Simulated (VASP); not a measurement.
A run of VASP 6.6.1 is set up as follows.

The input POSCAR:

```
Hf
1.0
   -1.8287527239      1.8287527239      1.8287527239
    1.8287527239     -1.8287527239      1.8287527239
    1.8287527239      1.8287527239     -1.8287527239
Hf
1
Direct
    0.0000000000      0.0000000000      0.0000000000
```

The input INCAR.step1:

```
ALGO = Normal ; EDIFF = 1E-5
ENCUT = 520 ; GGA = PE
ISIF = 2 ; ISMEAR = -1
LASPH = T ; LCHARG = F
LREAL = F ; LWAVE = T
NBANDS = 11 ; NELM = 100
PREC = Accurate ; SIGMA = 0.05
```

File INCAR.step2:

```
AEXX = 0.1 ; ALGO = Normal
EDIFF = 1E-7 ; ENCUT = 520
ISIF = 2 ; ISMEAR = -1
ISTART = 1 ; LASPH = T
LCHARG = F ; LHFCALC = T
LMIXTAU = T ; LREAL = F
LWAVE = F ; METAGGA = R2SCAN
NBANDS = 11 ; NELM = 100
PREC = Accurate ; PRECFOCK = Normal
SIGMA = 0.05
```

Contents of KPOINTS:

```
k-points
0
Gamma
  5 5 5
```

Potentials or basis: VASP PAW PBE potentials, release 64 (Hf_pv).

The run is started by

```bash
$ cat potpaw_PBE.64/Hf_pv/POTCAR > POTCAR
$ cp INCAR.step1 INCAR
$ mpirun -np 1 vasp_std > vasp.out
$ cp INCAR.step2 INCAR
$ mpirun -np 1 vasp_std > vasp.out
```

Predict the band gap on the k mesh.

zero (band 5 reaches 5.90 eV, above the bottom of band 6 at 2.96 eV).

Predict the pressure.

-8.5 GPa.

Caveat: the k points lie up to 0.49 Å⁻¹ apart; the PAW data sets were made with another functional, which shifts forces and pressure a little; spin-orbit coupling is left out, which moves the levels of the heavy elements.
